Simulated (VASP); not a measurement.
# Ir (Fm-3m) in VASP: further runs, part 2 of 2

VASP 6.6.1. The steps go on from the part before.

**3. Single point, LDA**

File INCAR:

```
ALGO     = Normal         # electronic algorithm
EDIFF    = 1E-6           # SCF threshold, eV
ENCUT    = 560            # plane-wave cutoff, eV
GGA      = CA             # functional
GGA_COMPAT= False        
ISIF     = 2              # what is computed and relaxed
ISMEAR   = -1             # smearing method
LASPH    = True           # aspherical terms in the spheres
LCHARG   = False          # write CHGCAR
LREAL    = False          # projectors in reciprocal space
LWAVE    = False          # write WAVECAR
NBANDS   = 14             # bands
NELM     = 120            # most SCF steps
PREC     = Accurate       # precision mode
SIGMA    = 0.1            # smearing width, eV
```

File KPOINTS:

```
k-points
0
Gamma
  20 20 20
```

File POSCAR:

```
Ir
1.0
    0.0000000000      1.9060927672      1.9060927672
    1.9060927672      0.0000000000      1.9060927672
    1.9060927672      1.9060927672      0.0000000000
Ir
1
Direct
    0.0000000000      0.0000000000      0.0000000000
```

Potentials or basis: VASP PAW LDA potentials, release 64 (Ir_sv_GW).

Run with:

```console
$ cat potpaw_LDA.64/Ir_sv_GW/POTCAR > POTCAR
$ mpirun -np 1 vasp_std > vasp.out
```

OUTCAR:

```text
EDIFF = 1E-6
   ENCUT = 560
   GGA = CA
   ISIF = 2
   ISMEAR = -1
   LASPH = True
   LREAL = False
   NELM = 120
   PREC = Accurate

 ion  position               nearest neighbor table
   1  0.000  0.000  0.000-

  LATTYP: Found a face centered cubic cell.
 ALAT       =     3.8121855344

  Lattice vectors:

 A1 = (   0.0000000000,   1.9060927672,   1.9060927672)
 A2 = (   1.9060927672,   0.0000000000,   1.9060927672)
 A3 = (   1.9060927672,   1.9060927672,   0.0000000000)

Analysis of symmetry for initial positions (statically):
=====================================================================
 Subroutine PRICEL returns:
 Original cell was already a primitive cell.

 Routine SETGRP: Setting up the symmetry group for a
 face centered cubic supercell.

 Subroutine GETGRP returns: Found 48 space group operations
 (whereof 48 operations were pure point group operations)
 out of a pool of 48 trial point group operations.

The static configuration has the point symmetry O_h .

Analysis of symmetry for dynamics (positions and initial velocities):
=====================================================================
 Subroutine PRICEL returns:
 Original cell was already a primitive cell.

 Routine SETGRP: Setting up the symmetry group for a
 face centered cubic supercell.

 Subroutine GETGRP returns: Found 48 space group operations
 (whereof 48 operations were pure point group operations)
 out of a pool of 48 trial point group operations.

The dynamic configuration has the point symmetry O_h .

 Subroutine INISYM returns: Found 48 space group operations
 (whereof 48 operations are pure point group operations),
 and found     1 'primitive' translations

----------------------------------------------------------------------------------------

                                     Primitive cell

  volume of cell :      13.8504

  direct lattice vectors                    reciprocal lattice vectors
[... 111 lines left out ...]
   LHFCALC =     F    Hartree Fock is set to
   AEXX    =    0.0000 exact exchange contribution
   IVDW    =     0    specifies the selected vdW correction
   LEPSILON=     F    determine dielectric tensor
   LRPA    =     F    only Hartree local field effects (RPA)
 non-spin polarized calculation
  energy-cutoff  :      560.00
  volume of cell :       13.85
 maximum number of plane-waves:       444
 NGX is ok and might be reduce to    24
   NGX = 11   NGY = 11   NGZ = 11

 number of electron      17.0000000 magnetization

 Free energy of the ion-electron system (eV)
  ---------------------------------------------------
  ext. energy  EPLUGINS =         0.00000000
  ---------------------------------------------------
  free energy    TOTEN  =       -10.92182945 eV

  energy without entropy =      -10.89563262  energy(sigma->0) =      -10.90873104

 E-fermi :  13.0359     XC(G=0): -14.9204

 val. band max:       13.0194382593   @ k =   0.3500   0.0000   0.0000
 cond. band min:      13.0363547542   @ k =   0.3000   0.2000   0.0000
 fundamental gap:      0.0169164949
 Fermi energy:        13.0358865432

 k-point     1 :       0.0000    0.0000    0.0000
  band No.  band energies     occupation
      1     -79.5319      2.00000
      2     -36.1725      2.00000
      3     -36.1725      2.00000
      4     -36.1725      2.00000
      5       1.7625      2.00000
      6       9.0388      2.00000
      7       9.0388      2.00000
      8       9.0388      2.00000
      9      11.8515      1.99999
     10      11.8516      1.99999
     11      26.6601      0.00000
     12      32.2513      0.00000
     13      32.2513      0.00000
     14      32.2513      0.00000
[... 377 lines left out ...]
      1     -79.4693      2.00000
      2     -36.8925      2.00000
      3     -36.2973      2.00000
      4     -36.2685      2.00000
      5       4.8325      2.00000
      6       9.1096      2.00000
      7       9.2231      2.00000
      8       9.9614      2.00000
      9      12.8920      1.61666
     10      13.7174      0.00219
     11      23.4475      0.00000
     12      27.6654      0.00000
     13      33.3804      0.00000
     14      34.9242      0.00000

 [... further k-points ...]

------------------------ aborting loop because EDIFF is reached ----------------------------------------

  FORCE on cell =-STRESS in cart. coord.  units (eV):
  Direction    XX          YY          ZZ          XY          YZ          ZX
  --------------------------------------------------------------------------------------
  -------------------------------------------------------------------------------------
  Total       -0.0507272     -0.0507272     -0.0507272     -0.0000000      0.0000000      0.0000000
  in kB       -5.8679945     -5.8679945     -5.8679945     -0.0000000      0.0000000      0.0000000
  external PRESSURE =      -5.8679945 kB  Pullay stress =       0.0000000 kB

 VOLUME and BASIS-vectors are now :
 -----------------------------------------------------------------------------
  energy-cutoff  :      560.00
  volume of cell :       13.85
      direct lattice vectors                 reciprocal lattice vectors
     0.000000000  1.906092767  1.906092767    -0.262316719  0.262316719  0.262316719
     1.906092767  0.000000000  1.906092767     0.262316719 -0.262316719  0.262316719
     1.906092767  1.906092767  0.000000000     0.262316719  0.262316719 -0.262316719

 POSITION                                       TOTAL-FORCE (eV/Angst)
 -----------------------------------------------------------------------------------
      0.00000      0.00000      0.00000         0.000000      0.000000      0.000000
 -----------------------------------------------------------------------------------
    total drift:                                0.000000      0.000000      0.000000

  FREE ENERGIE OF THE ION-ELECTRON SYSTEM (eV)
  ---------------------------------------------------
  free  energy   TOTEN  =       -10.9218294509 eV

  energy  without entropy=      -10.8956326226  energy(sigma->0) =      -10.90873104
```

Run time: 23 s. Hardware: 1 thread of Intel Xeon Platinum 8488C (Sapphire Rapids), shared host; peak memory 0.18 GiB.

Results:

| Quantity | Value |
| --- | --- |
| Free energy | -10.9218 eV |
| Pressure | -0.6 GPa |
| Band gap on the k mesh | zero (an odd number of electrons rules out a gap without spin polarisation) |

Caveat: spin-orbit coupling is left out, which moves the levels of the heavy elements.

**4. Single point, LDA**

File INCAR:

```
SYSTEM = Ir
ALGO = Normal ; EDIFF = 1E-6
ENCUT = 560 ; GGA = CA
GGA_COMPAT = .FALSE. ; ISIF = 2
ISMEAR = 1 ; LASPH = .TRUE.
LCHARG = .FALSE. ; LREAL = .FALSE.
LWAVE = .FALSE. ; NBANDS = 14
NELM = 120 ; PREC = Accurate
SIGMA = 0.03
```

File KPOINTS:

```
k-points
0
G
  14 14 14
  0 0 0
```

POSCAR is that of step 3.

Run with:

```console
$ cat potpaw_LDA.64/Ir_sv_GW/POTCAR > POTCAR
$ mpirun -np 1 vasp_std > vasp.out
```

Run time: 12 s. Hardware: 1 thread of Intel Xeon Platinum 8488C (Sapphire Rapids), shared host; peak memory 0.15 GiB.

The run converged. Its results:

```
Free energy            : -10.8934 eV
Pressure               : -0.5 GPa
Band gap on the k mesh : zero (an odd number of electrons rules out a gap without spin polarisation)
```

Levels at points of the mesh, in eV from the Fermi level:
| k point | band 6 | band 7 | band 8 | band 9 | band 10 | band 11 |
| --- | --- | --- | --- | --- | --- | --- |
| (0.00, 0.00, 0.00) | -3.92 | -3.92 | -3.92 | -1.11 | -1.11 | 13.70 |
| (0.50, 0.00, 0.00) | -4.02 | -4.02 | -0.64 | 1.06 | 1.06 | 7.63 |
| (0.50, 0.50, 0.00) | -7.47 | 1.05 | 1.66 | 1.66 | 1.86 | 10.96 |

Caveat: spin-orbit coupling is left out, which moves the levels of the heavy elements.

**5. Single point, LDA**

File INCAR:

```
PREC = Accurate
ENCUT = 560
EDIFF = 1E-6
ISMEAR = -1
SIGMA = 0.1
LREAL = False
LASPH = True
NELM = 120
ALGO = Normal
ISIF = 2
LWAVE = False
LCHARG = False
NBANDS = 14
GGA_COMPAT = False
```

File KPOINTS:

```
Automatic mesh
0
Gamma
  5 5 5
```

POSCAR is that of step 4.

Potentials or basis: VASP PAW LDA potentials, release 64 (Ir_sv_GW).

Run with:

```console
$ cat potpaw_LDA.64/Ir_sv_GW/POTCAR > POTCAR
$ mpirun -np 1 vasp_std > vasp.out
```

OUTCAR:

```text
PREC = Accurate
   ENCUT = 560
   EDIFF = 1E-6
   ISMEAR = -1
   LREAL = False
   LASPH = True
   NELM = 120
   ISIF = 2

 ion  position               nearest neighbor table
   1  0.000  0.000  0.000-

  LATTYP: Found a face centered cubic cell.
 ALAT       =     3.8121855344

  Lattice vectors:

 A1 = (   0.0000000000,   1.9060927672,   1.9060927672)
 A2 = (   1.9060927672,   0.0000000000,   1.9060927672)
 A3 = (   1.9060927672,   1.9060927672,   0.0000000000)

[... 330 lines left out ...]
     12      24.7162      0.00000
     13      28.3535      0.00000
     14      36.1828      0.00000

------------------------ aborting loop because EDIFF is reached ----------------------------------------

  FORCE on cell =-STRESS in cart. coord.  units (eV):
  Direction    XX          YY          ZZ          XY          YZ          ZX
  --------------------------------------------------------------------------------------
  -------------------------------------------------------------------------------------
  Total        0.3898522      0.3898522      0.3898522     -0.0000000      0.0000000      0.0000000
  in kB       45.0970897     45.0970897     45.0970897     -0.0000000      0.0000000      0.0000000
  external PRESSURE =      45.0970897 kB  Pullay stress =       0.0000000 kB

 VOLUME and BASIS-vectors are now :
 -----------------------------------------------------------------------------
  energy-cutoff  :      560.00
  volume of cell :       13.85
      direct lattice vectors                 reciprocal lattice vectors
     0.000000000  1.906092767  1.906092767    -0.262316719  0.262316719  0.262316719
     1.906092767  0.000000000  1.906092767     0.262316719 -0.262316719  0.262316719
     1.906092767  1.906092767  0.000000000     0.262316719  0.262316719 -0.262316719

 POSITION                                       TOTAL-FORCE (eV/Angst)
 -----------------------------------------------------------------------------------
      0.00000      0.00000      0.00000         0.000000      0.000000      0.000000
 -----------------------------------------------------------------------------------
    total drift:                               -0.000000      0.000000     -0.000000

  FREE ENERGIE OF THE ION-ELECTRON SYSTEM (eV)
  ---------------------------------------------------
  free  energy   TOTEN  =       -10.6739295935 eV

  energy  without entropy=      -10.6080727300  energy(sigma->0) =      -10.64100116
```

Wall time 2 s (1 thread of Intel Xeon 6975P-C (Granite Rapids), shared host); peak memory 0.13 GiB.

Results:

```
Free energy            : -10.6739 eV
Pressure               : 4.5 GPa
Band gap on the k mesh : zero (an odd number of electrons rules out a gap without spin polarisation)
```

Caveat: the k points lie up to 0.57 Å⁻¹ apart, too coarse for converged energies and pressures of a metal; spin-orbit coupling is left out, which moves the levels of the heavy elements.

**6. Overview**

```tsv
k mesh	smearing	gap on the mesh (eV)	pressure (GPa)
14 × 14 × 14	fermi-dirac 1 eV	none	23.6
20 × 20 × 20	fermi-dirac 0.1 eV	none	-0.6
14 × 14 × 14	methfessel-paxton 0.03 eV	none	-0.5
5 × 5 × 5	fermi-dirac 0.1 eV	none	4.5
```

Alike in all rows: task single point; level LDA; potentials or basis VASP PAW LDA potentials, release 64 (Ir_sv_GW); no spin polarisation; cell as given; cutoff (eV) 560.

Caveats: some runs use coarse meshes; spin-orbit coupling is left out, which moves the levels of the heavy elements; the cell stands under pressure (at least some runs); so wide a smearing shifts energies and pressures (at least some runs).

Total energies depend on the potentials used, so only differences within one code and one set of settings carry meaning.

The gap in the log of VASP goes by the Fermi energy; the results here count the filled bands.